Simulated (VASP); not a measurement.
Runs of VASP 6.6.1 on Si. The structure is that of space group Fddd (No. 70), or close to it. The cells are those of the table. 

```tsv
cell	gap on the mesh (eV)	pressure (GPa)
a = 4.072, b = 3.642, c = 3.925 Å, angles 65.0, 54.1, 60.9°, 2 atoms	none	(a)
a = 3.890, b = 3.781, c = 3.937 Å, angles 60.5, 57.8, 61.7°, 2 atoms	0.10	0.0
a = 3.960, b = 3.745, c = 3.907 Å, angles 62.3, 56.8, 60.9°, 2 atoms	none	0.0
a = 3.991, b = 3.891, c = 3.734 Å, angles 63.1, 60.4, 56.5°, 2 atoms	none	-0.1
```

Alike in all rows: task single point; level PBE; potentials or basis VASP PAW PBE potentials, release 64 (Si); no spin polarisation; k mesh 8 × 8 × 8; cutoff (eV) 520; smearing gaussian 0.05 eV.

Estimate the missing entries.

(a) -0.3.

Caveats: semilocal functionals underestimate gaps, so a narrow gap can read as zero (at least some runs).

A k mesh can miss the band edges.

A gap of «none» marks levels without a gap at the run's occupations.
